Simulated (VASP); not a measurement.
Here is a VASP 6.6.1 calculation.

File INCAR:

```
  ALGO = Normal
  EDIFF = 1E-6
  ENCUT = 520
  ISIF = 2
  ISMEAR = 1
  LASPH = T
  LCHARG = T
  LELF = T
  LREAL = F
  LVHAR = T
  LWAVE = F
  NBANDS = 34
  NELM = 100
  PREC = Accurate
  SIGMA = 0.1
```

File KPOINTS:

```
k-points
0
Gamma
  5 5 5
```

The input POSCAR:

```
CaPb3
1.0
    5.0180954131      0.0000000000      0.0000000000
    0.0000000000      5.0180954131      0.0000000000
    0.0000000000      0.0000000000      5.0180954131
Ca Pb
1 3
Direct
    0.0000000000      0.0000000000      0.0000000000
    0.0000000000      0.5000000000      0.5000000000
    0.5000000000      0.0000000000      0.5000000000
    0.5000000000      0.5000000000      0.0000000000
```

Potentials or basis: VASP PAW LDA potentials, release 64 (Ca_sv, Pb_d).

Run with:

```sh
$ cat potpaw_LDA.64/Ca_sv/POTCAR potpaw_LDA.64/Pb_d/POTCAR > POTCAR
$ mpirun -np 1 vasp_std > vasp.out
```

Problem. What does it give for the band gap on the k mesh?

Solution. Zero (bands 26 and 27 overlap by 1.79 eV).

Problem. Estimate the pressure.

Solution. -4.6 GPa.

Caveat: the cell stands under tension; spin-orbit coupling is left out, which moves the levels of the heavy elements.
